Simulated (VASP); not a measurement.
AlN, 4 atoms in the cell. It takes space group P6_3/mmc (No. 194, hexagonal). The conventional cell has a = 3.312 Å, b = 3.312 Å, c = 4.188 Å, α = 90.00°, β = 90.00°, γ = 120.00°. Within 2.5 Å of Al (site symmetry -6m2) lie 5 N at 1.91 to 2.09 Å. Within 2.5 Å of N (site symmetry -6m2) lie 5 Al at 1.91 to 2.09 Å. 

| Property | Result |
| --- | --- |
| Program | VASP 6.6.1 |
| Task | density of states |
| Functional | LDA |
| Potentials or basis | VASP PAW LDA potentials, release 64 (Al, N) |
| Cutoff | 520 eV |
| k mesh | 7 × 7 × 5 |
| Occupations | gaussian, width 0.1 eV |
| Spin | no spin polarisation |
| Dipole correction | no |
| k mesh for the DOS | 11 × 11 × 8 |
| Occupations for the DOS | tetrahedron |
| Further INCAR settings | ALGO = Normal; EDIFF = 1e-06; NBANDS = 16 |

Potentials or basis: VASP PAW LDA potentials, release 64 (Al, N).

Launch:

```bash
$ cat potpaw_LDA.64/Al/POTCAR potpaw_LDA.64/N/POTCAR > POTCAR
$ cp INCAR.step1 INCAR
$ cp KPOINTS.step1 KPOINTS
$ mpirun -np 1 vasp_std > vasp.out
$ cp INCAR.step2 INCAR
$ cp KPOINTS.step2 KPOINTS
$ mpirun -np 1 vasp_std > vasp.out
```

Hardware: 1 thread of Intel(R) Xeon(R) Platinum 8375C CPU @ 2.90GHz (Ice Lake), on a shared host.

Problem. How long does it take, and how much memory?

Solution. It took 48 s on 1 thread of Intel(R) Xeon(R) Platinum 8375C CPU @ 2.90GHz (Ice Lake) (shared host), peak memory 0.16 GiB. Counts: k points 80.
